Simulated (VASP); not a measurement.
# Si17O32 (a cell with a defect) in VASP: single point with LDA

Aim: the single point of Si17O32 (a cell with a defect) with LDA.

Everything below comes from runs of VASP 6.6.1. Logs are shortened: lines on timing, memory, paths and dates and some standing lists are left out, and cuts for length are marked.

## 1. The cell of the first run

The cell holds a defect, 49 atoms: a = 9.016 Å, b = 10.255 Å, c = 8.993 Å, α = 90.00°, β = 90.00°, γ = 90.00°.

## 2. Single point, LDA

INCAR reads:

```
  PREC = Accurate
  ENCUT = 520
  EDIFF = 1E-7
  ISMEAR = -1
  SIGMA = 0.02
  LREAL = Auto
  LASPH = True
  NELM = 80
  ALGO = Normal
  ISIF = 2
  LWAVE = False
  LCHARG = False
  GGA = CA
  NBANDS = 160
```

KPOINTS reads:

```
Automatic mesh
0
Gamma
  1 1 1
```

POSCAR reads:

```
Si17O32
1.0
   -9.0162770000      0.0000000000      0.0000000000
    0.0000000000    -10.2546200000      0.0000000000
    0.0000000000      0.0000000000      8.9926990000
Si O
17 32
Direct
    0.3244796254      0.6297423969      0.9102174125
    0.1747587031      0.6332554215      0.5881388151
    0.3243570719      0.3637202181      0.0904197257
    0.1758223801      0.3676248043      0.4131181709
    0.6740259012      0.6293106584      0.9090971447
    0.6747348296      0.3632754161      0.0892752957
    0.8233789719      0.6329839898      0.5869006304
    0.8238746043      0.3672451072      0.4119887693
    0.8292207558      0.1307910248      0.9081052072
    0.6715357262      0.1347257241      0.5920581212
    0.8226367244      0.8619809616      0.0915504684
    0.6702229323      0.8672394833      0.4087558189
    0.1701169385      0.1313077229      0.9091522515
    0.1763332194      0.8625241881      0.0926398431
    0.3281663871      0.1350207436      0.5930430182
    0.3279404007      0.8674343411      0.4098826900
    0.9989831879      0.6422704412      0.2209228792
    0.7029569198      0.4972980928      0.0006613358
    0.7403521744      0.3720613168      0.2546751514
    0.7888364198      0.4972086759      0.5051984881
   -0.0000489893      0.3522471824      0.3858182504
    0.2602518134      0.3736493344      0.2563315388
    0.7597523436      0.6228512997      0.7535080453
    0.2957614408      0.4973210011      0.0010912427
    0.2373643778      0.6244935691      0.7552992654
    0.2437062048      0.2450363389      0.0063416552
   -0.0002887328      0.1670834227      0.8732716240
   -0.0009852530      0.6598834954      0.5958407274
   -0.0004703089      0.8134478386      0.1106962639
    0.2100035352      0.4969548030      0.5078286123
    0.2665384811      0.7549937160      0.0020473949
    0.2348825011      0.2444082727      0.5066571147
    0.2554466378      0.7517476566      0.5043781271
    0.1726980300     -0.0038166580      0.0009918442
    0.2416399137      0.8901783969      0.2547777755
    0.3176673098     -0.0000836832      0.5037420403
    0.4989460755      0.8338255578      0.3742253561
    0.7558124908      0.8890734202      0.2531624038
    0.2605440570      0.1137265877      0.7567891048
    0.8267864820     -0.0038562004      0.0007967347
    0.7399785851      0.1120382645      0.7552146622
    0.7333671903      0.7549191926     -0.0006716698
    0.4991868725      0.6484697872      0.8807440645
    0.4999364654      0.1783222806      0.6065091264
    0.4995243296      0.3343837092      0.0982003701
    0.6812669237      0.0002542340      0.5015039389
    0.7542113713      0.2448136353      0.0037179836
    0.7429743874      0.7518933433      0.5036316662
    0.7647495903      0.2445282731      0.5062917989
```

Potentials or basis: VASP PAW LDA potentials, release 64 (Si, O).

Run with:

```
> cat potpaw_LDA.64/Si/POTCAR potpaw_LDA.64/O/POTCAR > POTCAR
> mpirun -np 1 vasp_gam > vasp.out
```

OUTCAR:

```text
PREC = Accurate
   ENCUT = 520
   EDIFF = 1E-7
   ISMEAR = -1
   LREAL = Auto
   LASPH = True
   NELM = 80
   ISIF = 2
   GGA = CA

 ion  position               nearest neighbor table
   1  0.324  0.630  0.910-  25 1.60  24 1.61  43 1.61  31 1.61
   2  0.175  0.633  0.588-  33 1.60  30 1.61  25 1.61  28 1.61   4 3.15
   3  0.324  0.364  0.090-  22 1.60  26 1.61  24 1.61  45 1.61
   4  0.176  0.368  0.413-  22 1.60  30 1.61  32 1.61  21 1.61   2 3.15
   5  0.674  0.629  0.909-  23 1.60  18 1.61  43 1.61  42 1.61
   6  0.675  0.363  0.089-  19 1.60  47 1.61  18 1.61  45 1.61
   7  0.823  0.633  0.587-  48 1.60  20 1.60  23 1.61  28 1.61   8 3.15
   8  0.824  0.367  0.412-  19 1.60  20 1.61  49 1.61  21 1.61   7 3.15
   9  0.829  0.131  0.908-  47 1.60  41 1.60  27 1.61  40 1.61  13 3.07
  10  0.672  0.135  0.592-  49 1.60  46 1.60  41 1.61  44 1.62  15 3.10
  11  0.823  0.862  0.092-  42 1.59  38 1.60  40 1.60  29 1.68  17 2.99
  12  0.670  0.867  0.409-  48 1.60  46 1.60  37 1.61  38 1.61  16 3.09
  13  0.170  0.131  0.909-  26 1.60  39 1.60  27 1.61  34 1.61   9 3.07
  14  0.176  0.863  0.093-  31 1.59  35 1.60  34 1.60  29 1.68  17 3.00
  15  0.328  0.135  0.593-  32 1.60  36 1.60  39 1.61  44 1.62  10 3.10
  16  0.328  0.867  0.410-  33 1.60  36 1.60  37 1.61  35 1.61  12 3.09
  17  0.999  0.642  0.221-  29 2.02  11 2.99  14 3.00
  18  0.703  0.497  0.001-   5 1.61   6 1.61
  19  0.740  0.372  0.255-   6 1.60   8 1.60
  20  0.789  0.497  0.505-   7 1.60   8 1.61
  21  1.000  0.352  0.386-   8 1.61   4 1.61
  22  0.260  0.374  0.256-   3 1.60   4 1.60
  23  0.760  0.623  0.754-   5 1.60   7 1.61
  24  0.296  0.497  0.001-   1 1.61   3 1.61
  25  0.237  0.624  0.755-   1 1.60   2 1.61
  26  0.244  0.245  0.006-  13 1.60   3 1.61
  27  1.000  0.167  0.873-  13 1.61   9 1.61
  28  0.999  0.660  0.596-   2 1.61   7 1.61
  29  1.000  0.813  0.111-  14 1.68  11 1.68  17 2.02
  30  0.210  0.497  0.508-   2 1.61   4 1.61
  31  0.267  0.755  0.002-  14 1.59   1 1.61
  32  0.235  0.244  0.507-  15 1.60   4 1.61
  33  0.255  0.752  0.504-  16 1.60   2 1.60
  34  0.173  0.996  0.001-  14 1.60  13 1.61
  35  0.242  0.890  0.255-  14 1.60  16 1.61
[... 12 lines left out ...]
  48  0.743  0.752  0.504-  12 1.60   7 1.60
  49  0.765  0.245  0.506-  10 1.60   8 1.61

  LATTYP: Found a simple orthorhombic cell.
 ALAT       =     8.9926990000
 B/A-ratio  =     1.0026219047
 C/A-ratio  =     1.1403272811

  Lattice vectors:

 A1 = (   0.0000000000,   0.0000000000,   8.9926990000)
 A2 = (  -9.0162770000,   0.0000000000,   0.0000000000)
 A3 = (   0.0000000000, -10.2546200000,   0.0000000000)

Analysis of symmetry for initial positions (statically):
=====================================================================
 Subroutine PRICEL returns:
 Original cell was already a primitive cell.

 Routine SETGRP: Setting up the symmetry group for a
 simple orthorhombic supercell.

 Subroutine GETGRP returns: Found  1 space group operations
 (whereof  1 operations were pure point group operations)
 out of a pool of  8 trial point group operations.

The static configuration has the point symmetry C_1 .

Analysis of symmetry for dynamics (positions and initial velocities):
=====================================================================
 Subroutine PRICEL returns:
 Original cell was already a primitive cell.

 Routine SETGRP: Setting up the symmetry group for a
 simple orthorhombic supercell.

 Subroutine GETGRP returns: Found  1 space group operations
 (whereof  1 operations were pure point group operations)
 out of a pool of  8 trial point group operations.

The dynamic configuration has the point symmetry C_1 .

 Subroutine INISYM returns: Found  1 space group operations
 (whereof  1 operations are pure point group operations),
 and found     1 'primitive' translations

----------------------------------------------------------------------------------------

                                     Primitive cell

  volume of cell :     831.4514

  direct lattice vectors                    reciprocal lattice vectors
    -9.016277000  0.000000000  0.000000000    -0.110910523  0.000000000  0.000000000
     0.000000000-10.254620000  0.000000000     0.000000000 -0.097517022  0.000000000
     0.000000000  0.000000000  8.992699000     0.000000000  0.000000000  0.111201320

  length of vectors
     9.016277000 10.254620000  8.992699000     0.110910523  0.097517022  0.111201320

  position of ions in fractional coordinates (direct lattice)
     0.324479625  0.629742397  0.910217413
     0.174758703  0.633255422  0.588138815
     0.324357072  0.363720218  0.090419726
     0.175822380  0.367624804  0.413118171
     0.674025901  0.629310658  0.909097145
     0.674734830  0.363275416  0.089275296
[... 41 lines left out ...]
     0.742974387  0.751893343  0.503631666
     0.764749590  0.244528273  0.506291799

  ion indices of the primitive-cell ions
   primitive index   ion index
                 1           1
                 2           2
                 3           3
                 4           4
                 5           5
                 6           6
[... 41 lines left out ...]
                48          48
                49          49

----------------------------------------------------------------------------------------

 KPOINTS: Automatic mesh

Automatic generation of k-mesh.
 Grid dimensions read from file:
 generate k-points for:    1    1    1

 Generating k-lattice:

  Cartesian coordinates                     Fractional coordinates (reciprocal lattice)
    -0.110910523  0.000000000  0.000000000     1.000000000  0.000000000  0.000000000
     0.000000000 -0.097517022  0.000000000     0.000000000  1.000000000  0.000000000
     0.000000000  0.000000000  0.111201320     0.000000000  0.000000000  1.000000000

  Length of vectors
     0.110910523  0.097517022  0.111201320

  Shift w.r.t. Gamma in fractional coordinates (k-lattice)
     0.000000000  0.000000000  0.000000000

 Subroutine IBZKPT returns following result:
 ===========================================

 Found      1 irreducible k-points:

 Following reciprocal coordinates:
            Coordinates               Weight
  0.000000  0.000000  0.000000      1.000000
   k-points           NKPTS =      1   k-points in BZ     NKDIM =      1   number of bands    NBANDS=    160
   number of dos      NEDOS =    301   number of ions     NIONS =     49
   total plane-waves  NPLWV = 392000
   dimension x,y,z NGX =    70 NGY =   80 NGZ =   70
   dimension x,y,z NGXF=   140 NGYF=  160 NGZF=  140
   ions per type =              17  32
   NGX,Y,Z   is equivalent  to a cutoff of  12.91, 12.97, 12.94 a.u.
   NGXF,Y,Z  is equivalent  to a cutoff of  25.81, 25.94, 25.88 a.u.
 SYSTEM =  unknown system
   PREC   = accura    normal or accurate (medium, high low for compatibility)
   ISTART =      0    job   : 0-new  1-cont  2-samecut
   ICHARG =      2    charge: 1-file 2-atom 10-const
   ISPIN  =      1    spin polarized calculation?
   LNONCOLLINEAR =      F non collinear calculations
   LSORBIT =      F    spin-orbit coupling
   LASPH  =      T    aspherical Exc in radial PAW
   ENCUT  =  520.0 eV  38.22 Ry    6.18 a.u.  16.76 19.07 16.72*2*pi/ulx,y,z
   NELM   =     80;   NELMIN=  2; NELMDL= -5     # of ELM steps
   EDIFF  = 0.1E-06   stopping-criterion for ELM
   LREAL  =      T    real-space projection
   EDIFFG = 0.1E-05   stopping-criterion for IOM
   NSW    =      0    number of steps for IOM
   IBRION =     -1    ionic relax: 0-MD 1-quasi-New 2-CG
   NFREE  =      0    steps in history (QN), initial steepest desc. (CG)
   ISIF   =      2    stress and relaxation
   ISYM   =      2    0-nonsym 1-usesym 2-fastsym
   POTIM  = 0.5000    time-step for ionic-motion
   TEBEG  =    0.0;   TEEND  =   0.0 temperature during run
   PSTRESS=    0.0 pullay stress
   NELECT =     260.0000    total number of electrons
   NUPDOWN=      -1.0000    fix difference up-down
   EMIN   =  10.00;   EMAX   =-10.00  energy-range for DOS
   EFERMI =   0.00;   METHOD = LEGACY
   ISMEAR =    -1;   SIGMA  =   0.02  broadening in eV -4-tet -1-fermi 0-gaus
   EFERMI_NEDOS =   21; number of points for ismear=-14 and -15
   IALGO  =     38    algorithm
   IMIX   =      4    mixing-type and parameters
     AMIX     =   0.40;   BMIX     =  1.00
     AMIX_MAG =   1.60;   BMIX_MAG =  1.00
  volume/ion in A,a.u.               =      16.97       114.51
  Fermi-wavevector in a.u.,A,eV,Ry     =   1.111187  2.099838 16.799598  1.234736
  Thomas-Fermi vector in A             =   2.247747
   LORBIT       =      0    0 simple, 1 ext, 2 COOP (PROOUT), +10 PAW based schemes
   GGA     = CA    functional components
   LHFCALC =     F    Hartree Fock is set to
   AEXX    =    0.0000 exact exchange contribution
   IVDW    =     0    specifies the selected vdW correction
   LEPSILON=     F    determine dielectric tensor
   LRPA    =     F    only Hartree local field effects (RPA)
 non-spin polarized calculation
  energy-cutoff  :      520.00
  volume of cell :      831.45
 maximum number of plane-waves:     11200
 NGX is ok and might be reduce to    70
   NGX = 33   NGY = 39   NGZ = 33

 number of electron     259.9999988 magnetization

 Free energy of the ion-electron system (eV)
  ---------------------------------------------------
  ext. energy  EPLUGINS =         0.00000000
  ---------------------------------------------------
  free energy    TOTEN  =      -415.54357482 eV

  energy without entropy =     -415.49674118  energy(sigma->0) =     -415.52015800

 E-fermi :   3.2849     XC(G=0):  -8.0496

 val. band max:        3.2651987805   @ k =   0.0000   0.0000   0.0000
 cond. band min:       3.3045412779   @ k =   0.0000   0.0000   0.0000
 fundamental gap:      0.0393424974
 Fermi energy:         3.2848700292

 k-point     1 :       0.0000    0.0000    0.0000
  band No.  band energies     occupation
      1     -20.4830      2.00000
      2     -20.0864      2.00000
      3     -19.8670      2.00000
      4     -19.8646      2.00000
      5     -19.8530      2.00000
      6     -19.5853      2.00000
[... 134 lines left out ...]
    141       7.2786      0.00000
    142       7.3700      0.00000
 [bands above 142 left out]

------------------------ aborting loop because EDIFF is reached ----------------------------------------

  FORCE on cell =-STRESS in cart. coord.  units (eV):
  Direction    XX          YY          ZZ          XY          YZ          ZX
  --------------------------------------------------------------------------------------
  -------------------------------------------------------------------------------------
  Total       -7.5247327     -7.4762397     -8.0742724      0.0206111     -2.0371671      0.0786565
  in kB      -14.4998925    -14.4064483    -15.5588361      0.0397169     -3.9255487      0.1515683
  external PRESSURE =     -14.8217256 kB  Pullay stress =       0.0000000 kB

 VOLUME and BASIS-vectors are now :
 -----------------------------------------------------------------------------
  energy-cutoff  :      520.00
  volume of cell :      831.45
      direct lattice vectors                 reciprocal lattice vectors
    -9.016277000  0.000000000  0.000000000    -0.110910523  0.000000000  0.000000000
     0.000000000-10.254620000  0.000000000     0.000000000 -0.097517022  0.000000000
     0.000000000  0.000000000  8.992699000     0.000000000  0.000000000  0.111201320

 POSITION                                       TOTAL-FORCE (eV/Angst)
 -----------------------------------------------------------------------------------
     -2.92560     -6.45777      8.18531         0.026831     -0.052276     -0.011091
     -1.57567     -6.49379      5.28896        -0.029076     -0.019395      0.010324
     -2.92449     -3.72981      0.81312         0.019217      0.018723      0.047816
     -1.58526     -3.76985      3.71505        -0.046179      0.004924     -0.028979
     -6.07720     -6.45334      8.17524        -0.024542     -0.050299     -0.011242
     -6.08360     -3.72525      0.80283        -0.019606      0.019562      0.048491
[... 41 lines left out ...]
     -6.69886     -7.71038      4.52901        -0.005190     -0.005284      0.000070
     -6.89519     -2.50754      4.55293        -0.003734      0.009749      0.006108
 -----------------------------------------------------------------------------------
    total drift:                                0.010807     -0.008188      0.020480

  FREE ENERGIE OF THE ION-ELECTRON SYSTEM (eV)
  ---------------------------------------------------
  free  energy   TOTEN  =      -415.5435748229 eV

  energy  without entropy=     -415.4967411843  energy(sigma->0) =     -415.52015800
```

It took 2.7 min on 1 thread of Intel Xeon 6975P-C (Granite Rapids), shared host; peak memory 0.52 GiB.

Results:

```yaml
Free_energy: -415.5436 eV
Pressure: -1.5 GPa
Largest_force: 0.064 eV/Å
Band_gap_on_the_k_mesh: 0.04 eV
```

Forces on the atoms (eV/Å):
```
Si   0.027 -0.052 -0.011
Si  -0.029 -0.019  0.010
Si   0.019  0.019  0.048
Si  -0.046  0.005 -0.029
Si  -0.025 -0.050 -0.011
Si  -0.020  0.020  0.048
Si   0.027 -0.022  0.009
Si   0.047  0.001 -0.030
Si   0.036  0.003  0.006
Si  -0.018  0.003 -0.009
Si   0.008  0.052  0.028
Si  -0.020  0.016 -0.007
Si  -0.035  0.003  0.005
Si  -0.005  0.057  0.028
Si   0.020  0.003 -0.010
Si   0.015  0.013 -0.009
Si  -0.002  0.006  0.002
O   -0.007  0.006  0.003
O   -0.001  0.018 -0.002
O   -0.007 -0.001 -0.003
O   -0.001 -0.013 -0.022
O    0.003  0.018 -0.003
O   -0.002  0.007  0.008
O    0.007  0.006  0.001
O    0.000  0.006  0.004
O   -0.002 -0.005 -0.001
O    0.000 -0.013 -0.022
O   -0.001 -0.002 -0.012
O    0.002 -0.008  0.000
O    0.010 -0.003 -0.004
O   -0.009  0.000 -0.021
O    0.004  0.011  0.004
O    0.008  0.001  0.001
O    0.007 -0.020 -0.024
O    0.003 -0.007  0.023
O   -0.007 -0.010  0.011
O   -0.001 -0.001 -0.008
O   -0.003 -0.006  0.018
O    0.007 -0.008  0.009
O   -0.005 -0.017 -0.024
O   -0.005 -0.006  0.012
O    0.005 -0.003 -0.010
O    0.000  0.021 -0.006
O   -0.002 -0.013  0.002
O    0.001 -0.005 -0.021
O    0.004 -0.008  0.011
O   -0.001 -0.005  0.003
O   -0.005 -0.005  0.000
O   -0.004  0.010  0.006
```

Caveat: the k points lie up to 0.70 Å⁻¹ apart.
